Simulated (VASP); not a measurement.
# Ti (Fm-3m) in VASP: further runs, part 2 of 2

VASP 6.6.1. The steps go on from the part before.

## (3) Single point, r2SCAN

This run uses another cell than the first one, of 17.57 Å³/atom, 1.024 times its volume.

POSCAR

```
Ti
1.0
    0.0000000000      2.0632846043      2.0632846043
    2.0632846043      0.0000000000      2.0632846043
    2.0632846043      2.0632846043      0.0000000000
Ti
1
Direct
    0.0000000000      0.0000000000      0.0000000000
```

INCAR.step1

```
SYSTEM = Ti
PREC = Accurate
ENCUT = 520
ISMEAR = -1
SIGMA = 0.15
LREAL = .False.
LASPH = .True.
NELM = 100
NBANDS = 12
GGA = PE
ALGO = Normal
EDIFF = 1E-4
LWAVE = .True.
LCHARG = .False.
```

INCAR.step2

```
SYSTEM = Ti
PREC = Accurate
ENCUT = 520
EDIFF = 1E-6
ISMEAR = -1
SIGMA = 0.15
LREAL = .False.
LASPH = .True.
NELM = 100
ALGO = Normal
ISIF = 2
LWAVE = .False.
LCHARG = .True.
METAGGA = R2SCAN
LMIXTAU = .True.
LELF = .True.
LVHAR = .True.
NBANDS = 12
ISTART = 1
```

KPOINTS

```
Automatic mesh
0
Gamma
  12 12 12
  0 0 0
```

Potentials or basis: VASP PAW PBE potentials, release 64 (Ti_sv).

Run with:

```bash
$ cat potpaw_PBE.64/Ti_sv/POTCAR > POTCAR
$ cp INCAR.step1 INCAR
$ mpirun -np 1 vasp_std > vasp.out
$ cp INCAR.step2 INCAR
$ mpirun -np 1 vasp_std > vasp.out
```

Run time: 22 s. Hardware: 1 thread of Intel Xeon 6975P-C (Granite Rapids), shared host; peak memory 0.15 GiB.

The run converged. Its results:

```yaml
Free_energy: -12.9375 eV
Pressure: -0.4 GPa
Band_gap_on_the_k_mesh: zero (band 6 reaches 9.11 eV, above the bottom of band 7 at 7.70 eV)
```

Levels at points of the mesh, in eV from the Fermi level:
```csv
k point,band 2,band 3,band 4,band 5,band 6,band 7,band 8,band 9,band 10,band 11
"(0.00, 0.00, 0.00)",-33.88,-33.88,-33.88,-6.46,0.99,0.99,0.99,2.77,2.77,15.71
"(0.50, 0.00, 0.00)",-34.55,-33.96,-33.96,-2.69,0.41,0.92,0.92,3.78,3.78,8.46
"(0.50, 0.50, 0.00)",-34.51,-34.11,-34.11,-2.62,-1.74,2.75,3.84,4.01,4.01,10.88
```

Caveat: the PAW data sets were made with another functional, which shifts forces and pressure a little.

## (4) Single point, r2SCAN

This run uses another cell than the first one, of 17.99 Å³/atom, 1.049 times its volume.

POSCAR

```
Ti
1.0
    0.0000000000      2.0795316087      2.0795316087
    2.0795316087      0.0000000000      2.0795316087
    2.0795316087      2.0795316087      0.0000000000
Ti
1
Direct
    0.0000000000      0.0000000000      0.0000000000
```

INCAR.step1

```
SYSTEM = Ti
PREC = Accurate ; ENCUT = 520
ISMEAR = -1 ; SIGMA = 0.15
LREAL = .FALSE. ; LASPH = .TRUE.
NELM = 80 ; NBANDS = 12
GGA = PE ; ALGO = Normal
EDIFF = 1E-4 ; LWAVE = .TRUE.
LCHARG = .FALSE.
```

INCAR.step2

```
SYSTEM = Ti
PREC = Accurate ; ENCUT = 520
EDIFF = 1E-6 ; ISMEAR = -1
SIGMA = 0.15 ; LREAL = .FALSE.
LASPH = .TRUE. ; NELM = 80
ALGO = Normal ; ISIF = 2
LWAVE = .FALSE. ; LCHARG = .TRUE.
METAGGA = R2SCAN ; LMIXTAU = .TRUE.
LELF = .TRUE. ; LVHAR = .TRUE.
NBANDS = 12 ; ISTART = 1
```

KPOINTS

```
Automatic mesh
0
G
  12 12 12
  0 0 0
```

Potentials or basis: VASP PAW PBE potentials, release 64 (Ti_sv).

Run with:

```bash
$ cat potpaw_PBE.64/Ti_sv/POTCAR > POTCAR
$ cp INCAR.step1 INCAR
$ mpirun -np 1 vasp_std > vasp.out
$ cp INCAR.step2 INCAR
$ mpirun -np 1 vasp_std > vasp.out
```

OUTCAR:

```text
SYSTEM = Ti
   PREC = Accurate
   ENCUT = 520
   EDIFF = 1E-6
   ISMEAR = -1
   LREAL = .FALSE.
   LASPH = .TRUE.
   NELM = 80
   ISIF = 2
   METAGGA = R2SCAN
   ISTART = 1

 ion  position               nearest neighbor table
   1  0.000  0.000  0.000-

  LATTYP: Found a face centered cubic cell.
 ALAT       =     4.1590632174

  Lattice vectors:

 A1 = (   0.0000000000,   2.0795316087,   2.0795316087)
 A2 = (   2.0795316087,   0.0000000000,   2.0795316087)
 A3 = (   2.0795316087,   2.0795316087,   0.0000000000)
[... 529 lines left out ...]
      3     -26.2699      2.00000
      4     -26.1795      2.00000
      5       5.8599      2.00000
      6       7.4275      1.90218
      7       8.3837      0.06417
      8       9.2898      0.00016
      9      11.3230      0.00000
     10      12.7813      0.00000
     11      16.1128      0.00000
     12      21.8948      0.00000

 [... further k-points ...]
[... 5 lines left out ...]
  --------------------------------------------------------------------------------------
  -------------------------------------------------------------------------------------
  Total       -0.3259554     -0.3259554     -0.3259554     -0.0000000      0.0000000      0.0000000
  in kB      -29.0363576    -29.0363576    -29.0363576     -0.0000000      0.0000000      0.0000000
  external PRESSURE =     -29.0363576 kB  Pullay stress =       0.0000000 kB

 VOLUME and BASIS-vectors are now :
 -----------------------------------------------------------------------------
  energy-cutoff  :      520.00
  volume of cell :       17.99
      direct lattice vectors                 reciprocal lattice vectors
     0.000000000  2.079531609  2.079531609    -0.240438759  0.240438759  0.240438759
     2.079531609  0.000000000  2.079531609     0.240438759 -0.240438759  0.240438759
     2.079531609  2.079531609  0.000000000     0.240438759  0.240438759 -0.240438759

 POSITION                                       TOTAL-FORCE (eV/Angst)
 -----------------------------------------------------------------------------------
      0.00000      0.00000      0.00000         0.000000      0.000000      0.000000
 -----------------------------------------------------------------------------------
    total drift:                                0.000000      0.000000      0.000000

  FREE ENERGIE OF THE ION-ELECTRON SYSTEM (eV)
  ---------------------------------------------------
  free  energy   TOTEN  =       -12.9333358959 eV

  energy  without entropy=      -12.8150669531  energy(sigma->0) =      -12.87420142
```

OUTCAR.step1:

```text
SYSTEM = Ti
   PREC = Accurate
   ENCUT = 520
   ISMEAR = -1
   LREAL = .FALSE.
   LASPH = .TRUE.
[... 577 lines left out ...]
 -----------------------------------------------------------------------------------
      0.00000      0.00000      0.00000         0.000000      0.000000     -0.000000
 -----------------------------------------------------------------------------------
    total drift:                               -0.000000      0.000000      0.000000

  FREE ENERGIE OF THE ION-ELECTRON SYSTEM (eV)
  ---------------------------------------------------
  free  energy   TOTEN  =        -7.8365444365 eV

  energy  without entropy=       -7.7058927013  energy(sigma->0) =       -7.77121857
```

It took 23 s on 1 thread of Intel Xeon 6975P-C (Granite Rapids), shared host; peak memory 0.15 GiB.

What came out:

* Free energy: -12.9333 eV
* Pressure: -2.9 GPa
* Band gap on the k mesh: zero (band 6 reaches 8.85 eV, above the bottom of band 7 at 7.46 eV)

Caveat: the PAW data sets were made with another functional, which shifts forces and pressure a little.

## (5) Single point, r2SCAN

This run uses another cell than the first one, of 18.40 Å³/atom, 1.073 times its volume.

POSCAR

```
Ti
1.0
    0.0000000000      2.0955286344      2.0955286344
    2.0955286344      0.0000000000      2.0955286344
    2.0955286344      2.0955286344      0.0000000000
Ti
1
Direct
    0.0000000000      0.0000000000      0.0000000000
```

INCAR.step1

```
SYSTEM = Ti
PREC     = Accurate       ! precision mode
ENCUT    = 520            ! plane-wave cutoff, eV
ISMEAR   = -1             ! smearing method
SIGMA    = 0.15           ! smearing width, eV
LREAL    = .False.        ! projectors in reciprocal space
LASPH    = .True.         ! aspherical terms in the spheres
NELM     = 100            ! most SCF steps
NBANDS   = 12             ! bands
GGA      = PE             ! functional
ALGO     = Normal         ! electronic algorithm
EDIFF    = 1E-4           ! SCF threshold, eV
LWAVE    = .True.         ! write WAVECAR
LCHARG   = .False.        ! write CHGCAR
```

INCAR.step2

```
SYSTEM = Ti
PREC     = Accurate       ! precision mode
ENCUT    = 520            ! plane-wave cutoff, eV
EDIFF    = 1E-7           ! SCF threshold, eV
ISMEAR   = -1             ! smearing method
SIGMA    = 0.15           ! smearing width, eV
LREAL    = .False.        ! projectors in reciprocal space
LASPH    = .True.         ! aspherical terms in the spheres
NELM     = 100            ! most SCF steps
ALGO     = Normal         ! electronic algorithm
ISIF     = 2              ! what is computed and relaxed
LWAVE    = .False.        ! write WAVECAR
LCHARG   = .False.        ! write CHGCAR
METAGGA  = R2SCAN         ! meta-GGA
LMIXTAU  = .True.       
NBANDS   = 12             ! bands
ISTART   = 1
```

KPOINTS

```
regular mesh
0
Gamma
  12 12 12
  0 0 0
```

Run with:

```bash
$ cat potpaw_PBE.64/Ti_sv/POTCAR > POTCAR
$ cp INCAR.step1 INCAR
$ mpirun -np 1 vasp_std > vasp.out
$ cp INCAR.step2 INCAR
$ mpirun -np 1 vasp_std > vasp.out
```

Run time: 24 s. Hardware: 1 thread of Intel Xeon 6975P-C (Granite Rapids), shared host; peak memory 0.15 GiB.

It converged, with:

| Item | Value |
| --- | --- |
| Free energy | -12.9231 eV |
| Pressure | -5.1 GPa |
| Band gap on the k mesh | zero (band 6 reaches 8.59 eV, above the bottom of band 7 at 7.23 eV) |

Levels at points of the mesh, in eV from the Fermi level:
```tsv
k point	band 3	band 4	band 5	band 6	band 7	band 8	band 9	band 10
(0.00, 0.00, 0.00)	-34.02	-34.02	-6.35	0.96	0.96	0.96	2.63	2.63
(0.50, 0.00, 0.00)	-34.09	-34.09	-2.58	0.31	0.90	0.90	3.58	3.58
(0.50, 0.50, 0.00)	-34.22	-34.22	-2.45	-1.62	2.54	3.64	3.79	3.79
```

Caveat: the PAW data sets were made with another functional, which shifts forces and pressure a little.

## (6) Summary

```tsv
cell	gap on the mesh (eV)	pressure (GPa)
a = 2.895 Å, angles 60.0°, 1 atom	none	2.3
a = 2.918 Å, angles 60.0°, 1 atom	none	-0.4
a = 2.941 Å, angles 60.0°, 1 atom	none	-2.9
a = 2.964 Å, angles 60.0°, 1 atom	none	-5.1
```

Alike in all rows: task single point; level r2SCAN; potentials or basis VASP PAW PBE potentials, release 64 (Ti_sv); no spin polarisation; k mesh 12 × 12 × 12; cutoff (eV) 520; smearing fermi-dirac 0.15 eV.

Caveats: the PAW data sets were made with another functional, which shifts forces and pressure a little.

Absolute energies hang on the potentials; compare differences alone.
